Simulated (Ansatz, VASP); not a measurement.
**Pt3Pb in VASP and in Ansatz**

```xyz
4
Lattice="4.0580 0.0000 0.0000 0.0000 4.0580 0.0000 0.0000 0.0000 4.1392" Properties=species:S:1:pos:R:3 pbc="T T T"
Pt    0.0000    2.0290    2.0696
Pt    2.0290    0.0000    2.0696
Pt    2.0290    2.0290    0.0000
Pb    0.0000    0.0000    0.0000
```

Change from the starting cell: zz strain of +2 %.

Alike in both runs: task single point; functional LDA; k mesh 9 × 9 × 9; occupations fermi-dirac, width 0.03 eV; no spin polarisation.

```csv
,VASP,Ansatz
version,VASP 6.6.1,Ansatz 0.2.0
potentials or method,"VASP PAW LDA potentials, release 64 (Pt, Pb_d), cutoff 520 eV","all-electron LAPW, scalar-relativistic"
```

|  | VASP | Ansatz | Ansatz less VASP |
| --- | --- | --- | --- |
| pressure (GPa) | -6.1 | -6.6 | -0.54 |
| traceless stress, the component that is largest in VASP (GPa) | -1.17 | -1.14 | +0.026 |

LDA's correlation is that of Perdew and Zunger in VASP and of Perdew and Wang (1992) in Ansatz. Ansatz ran all-electron here, and VASP with PAW potentials.

Spin-orbit coupling is off throughout.
